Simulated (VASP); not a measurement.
# Mg (Im-3m) in VASP: a series of runs

Mg is run at these levels: r2SCAN; tasks: single point, relaxation of cell and atoms.

All numbers are computed with VASP 6.6.1; they aren't measurements. Logs are shortened: lines on timing, memory, paths and dates and some standing lists are left out, and cuts for length are marked.

## 1. The cell of the first run

The structure is cubic, space group Im-3m (No. 229). Conventional cell: a = 3.558 Å, b = 3.558 Å, c = 3.558 Å, α = 90.00°, β = 90.00°, γ = 90.00°. Mg (site symmetry m-3m) has 14 Mg at 3.08 to 3.56 Å within 4.1 Å.

This isn't the form of Mg at room conditions, which is hcp.

## 2. Single point, r2SCAN

POSCAR

```
Mg
1.0
   -1.7789344315      1.7789344315      1.7789344315
    1.7789344315     -1.7789344315      1.7789344315
    1.7789344315      1.7789344315     -1.7789344315
Mg
1
Direct
    0.0000000000      0.0000000000      0.0000000000
```

INCAR.step1

```
  PREC = Accurate
  ENCUT = 520
  ISMEAR = -1
  SIGMA = 0.1
  LREAL = F
  LASPH = T
  NELM = 100
  NBANDS = 7
  GGA = PE
  ALGO = Normal
  EDIFF = 1E-4
  LWAVE = T
  LCHARG = F
```

INCAR.step2

```
  PREC = Accurate
  ENCUT = 520
  EDIFF = 1E-6
  ISMEAR = -1
  SIGMA = 0.1
  LREAL = F
  LASPH = T
  NELM = 100
  ALGO = Normal
  ISIF = 2
  LWAVE = F
  LCHARG = T
  METAGGA = R2SCAN
  LMIXTAU = T
  LELF = T
  LVHAR = T
  NBANDS = 7
  ISTART = 1
```

KPOINTS

```
Automatic mesh
0
Gamma
  24 24 24
```

Potentials or basis: VASP PAW PBE potentials, release 64 (Mg).

Launch:

```console
> cat potpaw_PBE.64/Mg/POTCAR > POTCAR
> cp INCAR.step1 INCAR
> mpirun -np 1 vasp_std > vasp.out
> cp INCAR.step2 INCAR
> mpirun -np 1 vasp_std > vasp.out
```

OUTCAR:

```text
PREC = Accurate
   ENCUT = 520
   EDIFF = 1E-6
   ISMEAR = -1
   LREAL = F
   LASPH = T
   NELM = 100
   ISIF = 2
   METAGGA = R2SCAN
   ISTART = 1

 ion  position               nearest neighbor table
   1  0.000  0.000  0.000-

  LATTYP: Found a body centered cubic cell.
 ALAT       =     3.5578688630

  Lattice vectors:

 A1 = (  -1.7789344315,   1.7789344315,   1.7789344315)
 A2 = (   1.7789344315,  -1.7789344315,   1.7789344315)
 A3 = (   1.7789344315,   1.7789344315,  -1.7789344315)

Analysis of symmetry for initial positions (statically):
=====================================================================
 Subroutine PRICEL returns:
 Original cell was already a primitive cell.

 Routine SETGRP: Setting up the symmetry group for a
 body centered cubic supercell.

 Subroutine GETGRP returns: Found 48 space group operations
 (whereof 48 operations were pure point group operations)
 out of a pool of 48 trial point group operations.

The static configuration has the point symmetry O_h .

Analysis of symmetry for dynamics (positions and initial velocities):
=====================================================================
 Subroutine PRICEL returns:
 Original cell was already a primitive cell.

 Routine SETGRP: Setting up the symmetry group for a
 body centered cubic supercell.

 Subroutine GETGRP returns: Found 48 space group operations
 (whereof 48 operations were pure point group operations)
 out of a pool of 48 trial point group operations.

The dynamic configuration has the point symmetry O_h .

 Subroutine INISYM returns: Found 48 space group operations
 (whereof 48 operations are pure point group operations),
 and found     1 'primitive' translations

----------------------------------------------------------------------------------------

                                     Primitive cell

  volume of cell :      22.5185

  direct lattice vectors                    reciprocal lattice vectors
    -1.778934431  1.778934431  1.778934431     0.000000000  0.281067133  0.281067133
     1.778934431 -1.778934431  1.778934431     0.281067133  0.000000000  0.281067133
     1.778934431  1.778934431 -1.778934431     0.281067133  0.281067133  0.000000000

  length of vectors
     3.081204819  3.081204819  3.081204819     0.397488951  0.397488951  0.397488951

[... 69 lines left out ...]
   PREC   = accura    normal or accurate (medium, high low for compatibility)
   ISTART =      1    job   : 0-new  1-cont  2-samecut
   ICHARG =      0    charge: 1-file 2-atom 10-const
   ISPIN  =      1    spin polarized calculation?
   LNONCOLLINEAR =      F non collinear calculations
   LSORBIT =      F    spin-orbit coupling
   LASPH  =      T    aspherical Exc in radial PAW
   ENCUT  =  520.0 eV  38.22 Ry    6.18 a.u.   5.73  5.73  5.73*2*pi/ulx,y,z
   NELM   =    100;   NELMIN=  2; NELMDL=  0     # of ELM steps
   EDIFF  = 0.1E-05   stopping-criterion for ELM
   LREAL  =      F    real-space projection
[... 7 lines left out ...]
   TEBEG  =    0.0;   TEEND  =   0.0 temperature during run
   PSTRESS=    0.0 pullay stress
   NELECT =       2.0000    total number of electrons
   NUPDOWN=      -1.0000    fix difference up-down
   EMIN   =  10.00;   EMAX   =-10.00  energy-range for DOS
   EFERMI =   0.00;   METHOD = LEGACY
   ISMEAR =    -1;   SIGMA  =   0.10  broadening in eV -4-tet -1-fermi 0-gaus
   EFERMI_NEDOS =   21; number of points for ismear=-14 and -15
   IALGO  =     38    algorithm
   IMIX   =      4    mixing-type and parameters
     AMIX     =   0.40;   BMIX     =  1.00
     AMIX_MAG =   1.60;   BMIX_MAG =  1.00
  volume/ion in A,a.u.               =      22.52       151.96
  Fermi-wavevector in a.u.,A,eV,Ry     =   0.730418  1.380290  7.258853  0.533511
  Thomas-Fermi vector in A             =   1.822383
   LORBIT       =      0    0 simple, 1 ext, 2 COOP (PROOUT), +10 PAW based schemes
   METAGGA = R2SCAN    functional components
   LHFCALC =     F    Hartree Fock is set to
   AEXX    =    0.0000 exact exchange contribution
   IVDW    =     0    specifies the selected vdW correction
   LEPSILON=     F    determine dielectric tensor
   LRPA    =     F    only Hartree local field effects (RPA)
 non-spin polarized calculation
  energy-cutoff  :      520.00
  volume of cell :       22.52
 maximum number of plane-waves:       623
   NGX = 11   NGY = 11   NGZ = 11

 number of electron       2.0000000 magnetization

 Free energy of the ion-electron system (eV)
  ---------------------------------------------------
  ext. energy  EPLUGINS =         0.00000000
  ---------------------------------------------------
  free energy    TOTEN  =        -4.12739783 eV

  energy without entropy =       -4.11503779  energy(sigma->0) =       -4.12121781

 E-fermi :   2.7906     XC(G=0):  -9.1015

 val. band max:        2.7765388862   @ k =  -0.4583   0.4583   0.0833
 cond. band min:       2.8023302451   @ k =  -0.3750  -0.3750   0.0833
 fundamental gap:      0.0257913590
 Fermi energy:         2.7906229724

 k-point     1 :       0.0000    0.0000    0.0000
  band No.  band energies     occupation
      1      -4.7207      2.00000
      2      16.8035      0.00000
      3      16.8035      0.00000
      4      16.8035      0.00000
      5      18.9806      0.00000
      6      18.9806      0.00000
      7      19.4315      0.00000
[... 221 lines left out ...]
 k-point    24 :       0.4583    0.0417    0.0000
  band No.  band energies     occupation
      1       0.8632      2.00000
      2       2.1806      1.99552
      3      11.4330      0.00000
      4      12.8979      0.00000
      5      14.1402      0.00000
      6      15.8707      0.00000
      7      23.0888      0.00000

 [... further k-points ...]

------------------------ aborting loop because EDIFF is reached ----------------------------------------

  FORCE on cell =-STRESS in cart. coord.  units (eV):
  Direction    XX          YY          ZZ          XY          YZ          ZX
  --------------------------------------------------------------------------------------
  -------------------------------------------------------------------------------------
  Total       -0.0353351     -0.0353351     -0.0353351      0.0000000      0.0000000      0.0000000
  in kB       -2.5140685     -2.5140685     -2.5140685      0.0000000      0.0000000      0.0000000
  external PRESSURE =      -2.5140685 kB  Pullay stress =       0.0000000 kB

 VOLUME and BASIS-vectors are now :
 -----------------------------------------------------------------------------
  energy-cutoff  :      520.00
  volume of cell :       22.52
      direct lattice vectors                 reciprocal lattice vectors
    -1.778934431  1.778934431  1.778934431     0.000000000  0.281067133  0.281067133
     1.778934431 -1.778934431  1.778934431     0.281067133  0.000000000  0.281067133
     1.778934431  1.778934431 -1.778934431     0.281067133  0.281067133  0.000000000

 POSITION                                       TOTAL-FORCE (eV/Angst)
 -----------------------------------------------------------------------------------
      0.00000      0.00000      0.00000        -0.000000     -0.000000      0.000000
 -----------------------------------------------------------------------------------
    total drift:                                0.000000      0.000000     -0.000000

  FREE ENERGIE OF THE ION-ELECTRON SYSTEM (eV)
  ---------------------------------------------------
  free  energy   TOTEN  =        -4.1273978281 eV

  energy  without entropy=       -4.1150377944  energy(sigma->0) =       -4.12121781
```

OUTCAR.step1:

```text
PREC = Accurate
   ENCUT = 520
   ISMEAR = -1
   LREAL = F
   LASPH = T
   NELM = 100
[... 453 lines left out ...]

 POSITION                                       TOTAL-FORCE (eV/Angst)
 -----------------------------------------------------------------------------------
      0.00000      0.00000      0.00000         0.000000      0.000000      0.000000
 -----------------------------------------------------------------------------------
    total drift:                                0.000000     -0.000000      0.000000

  FREE ENERGIE OF THE ION-ELECTRON SYSTEM (eV)
  ---------------------------------------------------
  free  energy   TOTEN  =        -1.4842021130 eV

  energy  without entropy=       -1.4705407112  energy(sigma->0) =       -1.47737141
```

OSZICAR.step1:

```text
N       E                     dE             d eps       ncg     rms          rms(c)
DAV:   1    -0.807077326784E+00   -0.80708E+00   -0.79178E+02  6265   0.195E+02
DAV:   2    -0.149025724222E+01   -0.68318E+00   -0.65446E+00  7518   0.113E+01
DAV:   3    -0.149267643976E+01   -0.24192E-02   -0.24175E-02  7469   0.764E-01
DAV:   4    -0.149268010940E+01   -0.36696E-05   -0.36696E-05  8092   0.226E-02
DAV:   5    -0.149268012019E+01   -0.10791E-07   -0.11071E-07  7518   0.857E-04    0.678E-01
DAV:   6    -0.148863391196E+01    0.40462E-02   -0.27741E-04  6426   0.122E-01    0.434E-01
DAV:   7    -0.148419447618E+01    0.44394E-02   -0.12905E-03  6020   0.216E-01    0.246E-02
DAV:   8    -0.148420211301E+01   -0.76368E-05   -0.78557E-06  5453   0.175E-02
   1 F= -.14842021E+01 E0= -.14773714E+01  d E =-.136614E-01
```

Run time: 49 s. Hardware: 1 thread of Intel Xeon 6975P-C (Granite Rapids), shared host; peak memory 0.19 GiB.

Results:

```yaml
Free_energy: -4.1274 eV
Pressure: -0.3 GPa
Band_gap_on_the_k_mesh: zero (bands 1 and 2 overlap by 5.02 eV)
```

Levels at points of the mesh, in eV from the Fermi level:
| k point | band 1 | band 2 | band 3 | band 4 | band 5 | band 6 |
| --- | --- | --- | --- | --- | --- | --- |
| (0.00, 0.00, 0.00) | -7.51 | 14.01 | 14.01 | 14.01 | 16.19 | 16.19 |
| (0.50, 0.00, 0.00) | -1.73 | -0.88 | 9.21 | 10.21 | 11.02 | 12.61 |
| (0.50, 0.50, 0.50) | 4.14 | 4.14 | 4.16 | 4.16 | 4.16 | 8.75 |

Caveat: the PAW data sets were made with another functional, which shifts forces and pressure a little.

## 3. Relaxation of cell and atoms, r2SCAN

This run uses another cell than the first one, of 12.88 Å³/atom.

POSCAR

```
Mg
1.0
   -1.4765000000      1.4765000000      1.4765000000
    1.4765000000     -1.4765000000      1.4765000000
    1.4765000000      1.4765000000     -1.4765000000
Mg
1
Direct
    0.0000000000      0.0000000000      0.0000000000
```

INCAR.step1

```
SYSTEM = Mg
ALGO     = Normal         ! electronic algorithm
EDIFF    = 1E-4           ! SCF threshold, eV
ENCUT    = 600            ! plane-wave cutoff, eV
GGA      = PE             ! functional
ISMEAR   = -1             ! smearing method
LASPH    = .True.         ! aspherical terms in the spheres
LCHARG   = .False.        ! write CHGCAR
LREAL    = .False.        ! projectors in reciprocal space
LWAVE    = .True.         ! write WAVECAR
NELM     = 60             ! most SCF steps
PREC     = Accurate       ! precision mode
SIGMA    = 0.1            ! smearing width, eV
```

INCAR.step2

```
SYSTEM = Mg
ALGO     = Normal         ! electronic algorithm
EDIFF    = 1E-6           ! SCF threshold, eV
EDIFFG   = -0.002         ! ionic threshold
ENCUT    = 600            ! plane-wave cutoff, eV
IBRION   = 2              ! ionic algorithm
ISIF     = 3              ! what is computed and relaxed
ISMEAR   = -1             ! smearing method
ISTART   = 1            
LASPH    = .True.         ! aspherical terms in the spheres
LCHARG   = .False.        ! write CHGCAR
LMIXTAU  = .True.       
LREAL    = .False.        ! projectors in reciprocal space
LWAVE    = .False.        ! write WAVECAR
METAGGA  = R2SCAN         ! meta-GGA
NELM     = 60             ! most SCF steps
NSW      = 100            ! ionic steps
PREC     = Accurate       ! precision mode
SIGMA    = 0.1            ! smearing width, eV
```

KPOINTS

```
k-points
0
Gamma
  24 24 24
  0 0 0
```

Potentials or basis: VASP PAW PBE potentials, release 64 (Mg).

Launch:

```console
> cat potpaw_PBE.64/Mg/POTCAR > POTCAR
> cp INCAR.step1 INCAR
> mpirun -np 1 vasp_std > vasp.out
> cp INCAR.step2 INCAR
> mpirun -np 1 vasp_std > vasp.out
```

OUTCAR:

```text
SYSTEM = Mg
   EDIFF = 1E-6
   EDIFFG = -0.002
   ENCUT = 600
   IBRION = 2
   ISIF = 3
   ISMEAR = -1
   ISTART = 1
   LASPH = .True.
   LREAL = .False.
   METAGGA = R2SCAN
   NELM = 60
   NSW = 100
   PREC = Accurate

 ion  position               nearest neighbor table
   1  0.000  0.000  0.000-

  LATTYP: Found a body centered cubic cell.
 ALAT       =     2.9530000000

  Lattice vectors:

 A1 = (  -1.4765000000,   1.4765000000,   1.4765000000)
 A2 = (   1.4765000000,  -1.4765000000,   1.4765000000)
 A3 = (   1.4765000000,   1.4765000000,  -1.4765000000)

Analysis of symmetry for initial positions (statically):
=====================================================================
 Subroutine PRICEL returns:
 Original cell was already a primitive cell.

 Routine SETGRP: Setting up the symmetry group for a
 body centered cubic supercell.

 Subroutine GETGRP returns: Found 48 space group operations
 (whereof 48 operations were pure point group operations)
 out of a pool of 48 trial point group operations.

The static configuration has the point symmetry O_h .

Analysis of symmetry for dynamics (positions and initial velocities):
=====================================================================
 Subroutine PRICEL returns:
 Original cell was already a primitive cell.

[... 150 lines left out ...]
  ---------------------------------------------------
  free energy    TOTEN  =        -2.93160900 eV

  energy without entropy =       -2.92192778  energy(sigma->0) =       -2.92676839

 E-fermi :   6.5920     XC(G=0): -11.1554

 val. band max:        6.5851227039   @ k =   0.3750   0.1667   0.0833
 cond. band min:       6.6218977995   @ k =  -0.4583   0.5000   0.1250
 fundamental gap:      0.0367750956
 Fermi energy:         6.5919512629

 k-point     1 :       0.0000    0.0000    0.0000
  band No.  band energies     occupation
      1      -3.8076      2.00000
      2      25.0931      0.00000
      3      25.0931      0.00000
      4      25.0931      0.00000
      5      27.9577      0.00000
[... 282 lines left out ...]
  FREE ENERGIE OF THE ION-ELECTRON SYSTEM (eV)
  ---------------------------------------------------
  free  energy   TOTEN  =        -4.1248826769 eV

  energy  without entropy=       -4.1128657317  energy(sigma->0) =       -4.11887420

[... ionic steps 4 to 18 ...]

--------------------------------------- Ionic step       19  -------------------------------------------

 number of electron       2.0000000 magnetization

------------------------ aborting loop because EDIFF is reached ----------------------------------------
[... 65 lines left out ...]
--------------------------------------- Ionic step       21  -------------------------------------------

 number of electron       2.0000000 magnetization

 Free energy of the ion-electron system (eV)
  ---------------------------------------------------
  ext. energy  EPLUGINS =         0.00000000
  ---------------------------------------------------
  free energy    TOTEN  =        -4.12721492 eV

  energy without entropy =       -4.11491475  energy(sigma->0) =       -4.12106484

 E-fermi :   2.8230     XC(G=0):  -9.1210

 val. band max:        2.8102588469   @ k =  -0.4583   0.4583   0.0833
 cond. band min:       2.8308103076   @ k =  -0.3750  -0.3750   0.0833
 fundamental gap:      0.0205514607
 Fermi energy:         2.8230250699

 k-point     1 :       0.0000    0.0000    0.0000
  band No.  band energies     occupation
      1      -4.7154      2.00000
      2      16.8774      0.00000
      3      16.8774      0.00000
      4      16.8774      0.00000
      5      19.0608      0.00000
[... 212 lines left out ...]
  FREE ENERGIE OF THE ION-ELECTRON SYSTEM (eV)
  ---------------------------------------------------
  free  energy   TOTEN  =        -4.1272149218 eV

  energy  without entropy=       -4.1149147546  energy(sigma->0) =       -4.12106484

 reached required accuracy - stopping structural energy minimisation
```

OSZICAR.step1:

```text
N       E                     dE             d eps       ncg     rms          rms(c)
DAV:   1     0.124145028938E+01    0.12415E+01   -0.10135E+03  4620   0.333E+02
DAV:   2    -0.284943205503E+00   -0.15264E+01   -0.14485E+01  5695   0.232E+01
DAV:   3    -0.291472344503E+00   -0.65291E-02   -0.65232E-02  5230   0.183E+00
DAV:   4    -0.291489224344E+00   -0.16880E-04   -0.16880E-04  5785   0.629E-02
DAV:   5    -0.291489288260E+00   -0.63916E-07   -0.64957E-07  5015   0.273E-03    0.770E-01
DAV:   6    -0.269244003001E+00    0.22245E-01   -0.38471E-04  4940   0.185E-01    0.491E-01
DAV:   7    -0.255060596798E+00    0.14183E-01   -0.74013E-04  4745   0.282E-01    0.198E-02
DAV:   8    -0.254904858049E+00    0.15574E-03   -0.21939E-05  3105   0.399E-02    0.587E-03
DAV:   9    -0.254890780632E+00    0.14077E-04   -0.46932E-06  2380   0.185E-02
   1 F= -.25489078E+00 E0= -.24998410E+00  d E =-.981336E-02
```

It took 5.7 min on 1 thread of Intel Xeon 6975P-C (Granite Rapids), shared host; peak memory 0.16 GiB.

What came out:

```
Free energy                           : -4.1272 eV
Relaxed volume                        : 22.38 Å³/atom
Relaxed cell                          : a = 3.075 Å, b = 3.075 Å, c = 3.075 Å, α = 109.47°, β = 109.47°, γ = 109.47°
Space group after relaxing (to 0.1 Å) : Im-3m (No. 229)
Energy gained by relaxing             : 1195.6 meV/atom
Ionic steps                           : 21
Pressure after relaxing               : 0.0 GPa
Band gap on the k mesh                : zero (bands 1 and 2 overlap by 5.02 eV)
```

Step by step:
```csv
step,energy change (eV),largest force (eV/Å),pressure (GPa),volume (Å³)
1,0.0000,0.0000,63.36,12.88
2,-1.1664,0.0000,-3.41,24.89
3,-1.1933,0.0000,1.21,21.74
4,-1.1956,0.0000,-0.15,22.46
5,-1.1955,0.0000,0.26,22.23
6,-1.1955,0.0000,0.26,22.23
7,-1.1955,0.0000,0.26,22.23
8,-1.1955,0.0000,0.26,22.23
9,-1.1955,0.0000,0.25,22.23
10,-1.1955,0.0000,0.25,22.23
11,-1.1955,0.0000,0.25,22.23
12,-1.1955,0.0000,0.25,22.23
13,-1.1955,0.0000,0.25,22.23
14,-1.1955,0.0000,0.25,22.23
15,-1.1955,0.0000,0.25,22.24
16,-1.1955,0.0000,0.24,22.24
17,-1.1955,0.0000,0.23,22.25
18,-1.1955,0.0000,0.20,22.26
19,-1.1956,0.0000,0.15,22.29
20,-1.1956,0.0000,0.05,22.35
21,-1.1956,0.0000,-0.01,22.38
```

Final structure:
```
Mg
1.0
    -1.77536    1.77536    1.77536
     1.77536   -1.77536    1.77536
     1.77536    1.77536   -1.77536
Mg
1
Direct
  0.00000 0.00000 0.00000
```

Caveat: the volume moved by over 15 % at a fixed basis, so the end points are rough; the PAW data sets were made with another functional, which shifts forces and pressure a little.
